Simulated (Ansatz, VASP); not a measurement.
# Two plane-wave programs on CaMg2O3

```xyz
12
Lattice="3.1500 0.0000 0.0000 0.0000 5.4523 0.0004 0.0001 0.0005 7.7328" Properties=species:S:1:pos:R:3 pbc="T T T"
Ca    0.0000    0.0000    0.0000
Ca    1.5750    2.7261    0.0002
Mg    3.1499    1.8174    2.6573
Mg    1.5750    4.5435    2.6575
Mg    1.5750    0.9093    5.0757
Mg    3.1500    3.6355    5.0759
O     3.1502    1.8186    6.2768
O     1.5752    4.5448    6.2769
O     1.5750    0.9081    1.4563
O     3.1499    3.6343    1.4566
O     0.0001    0.0003    3.8664
O     1.5751    2.7264    3.8667
```

Change from the starting cell: cell x2, atoms moved at random (sigma 0.05 Å) and cell strained at random (1.5 %), then relaxed without symmetry.

Alike in both runs: functional PBE; k mesh 4 × 4 × 2; occupations gaussian, width 0.1 eV; no spin polarisation.

Ansatz relaxed the structure, and its values are those at the end. VASP's run is a single point on that final structure, the one shown.

|  | VASP | Ansatz |
| --- | --- | --- |
| version | VASP 6.6.1 | Ansatz 0.2.0 |
| potentials or method | VASP PAW PBE potentials, release 64 (Ca_sv, Mg, O), cutoff 520 eV | scalar-relativistic, plane waves, PAW |
| valence electrons in the cell | 64 | 96 |

Ansatz gave:

| Property | Result |
| --- | --- |
| gap on the k mesh at the Fermi level (eV) | 4.13 |
| least direct gap on the mesh (eV) | 4.13 |
| pressure (GPa) | 0.0 |
| rms of the force components (eV/Å) | 0.000 |

Question: Estimate VASP's values.

Answer: gap on the k mesh at the Fermi level (eV): 4.11; least direct gap on the mesh (eV): 4.11; pressure (GPa): -0.1; rms of the force components (eV/Å): 0.027.

VASP's potentials hold 64 valence electrons a cell and Ansatz's 96, so a difference there can come from the potentials and not from the codes.

The k mesh is coarse, so the values compare programs but aren't converged.
